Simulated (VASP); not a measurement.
A run of VASP 6.6.1 is set up as follows.

File POSCAR:

```
Hf8CO16
1.0
   -0.8929106200      5.2124939800      5.2775973300
    4.2687115500      0.0000000000      5.2725637200
    5.1616221700      5.2124939800     -0.0050336100
Hf O C
8 16 1
Direct
    0.4455424100      0.2752884000      0.0074505800
    0.9692593900      0.7656404900      0.4923106800
    0.0023942800      0.7819430000      0.9422157000
    0.5161967300      0.2727052800      0.4467892400
    0.0566422900      0.2334997100      0.4896013900
    0.5595383500      0.7306711600      0.9695800400
    0.4996692000      0.7214317600      0.5433907800
    0.9642441800      0.2389782100      0.0521121200
    0.1291332800      0.8503522000      0.6134555000
    0.6344594900      0.3450575000      0.0998695800
    0.1114578900      0.4162570900      0.1283184200
    0.6126772800      0.9167722000      0.6276911000
    0.3748989900      0.6529869700      0.8730593100
    0.8660640600      0.1650403400      0.3848054000
    0.3973211700      0.0808901400      0.3540377800
    0.8985363800      0.5822550900      0.8565518100
    0.2905432600      0.0186124700      0.0536194700
    0.8080338200      0.5259848800      0.5451203700
    0.0461828600      0.1170971900      0.8088055400
    0.5690582200      0.6157272400      0.2959697300
    0.2015932800      0.4457482900      0.4725007500
    0.6890922300      0.9751224200      0.9468471600
    0.4532087100      0.3737649400      0.6952814100
    0.9237826400      0.8897389100      0.1937130200
    0.2604012200      0.8142554000      0.2064175100
```

File INCAR.step1:

```
PREC = Accurate
ENCUT = 520
EDIFF = 1E-5
ISMEAR = -1
SIGMA = 0.01
LREAL = F
LASPH = T
NELM = 120
ALGO = Normal
ISIF = 2
LWAVE = T
LCHARG = F
NBANDS = 108
GGA = PE
GGA_COMPAT = F
```

INCAR.step2

```
PREC = Accurate
ENCUT = 520
EDIFF = 1E-6
ISMEAR = -1
SIGMA = 0.01
LREAL = F
LASPH = T
NELM = 120
ALGO = Normal
ISIF = 2
LWAVE = F
LCHARG = F
GGA = PE
LHFCALC = T
HFSCREEN = 0.2079
PRECFOCK = Fast
NBANDS = 108
ISTART = 1
GGA_COMPAT = F
```

Contents of KPOINTS:

```
Automatic mesh
0
Gamma
  1 1 1
  0.25 0.25 0.25
```

Potentials or basis: VASP PAW PBE potentials, release 64 (Hf_pv, O, C).

The run is started by

```console
$ cat potpaw_PBE.64/Hf_pv/POTCAR potpaw_PBE.64/O/POTCAR potpaw_PBE.64/C/POTCAR > POTCAR
$ cp INCAR.step1 INCAR
$ mpirun -np 1 vasp_std > vasp.out
$ cp INCAR.step2 INCAR
$ mpirun -np 1 vasp_std > vasp.out
```

(1) What does it give for the largest force?

(2) Estimate the pressure.

Answers

(1) 0.452 eV/Å.

(2) -7.5 GPa.

Caveat: the k points lie up to 0.55 Å⁻¹ apart; the PAW data sets were made with another functional, which shifts forces and pressure a little.
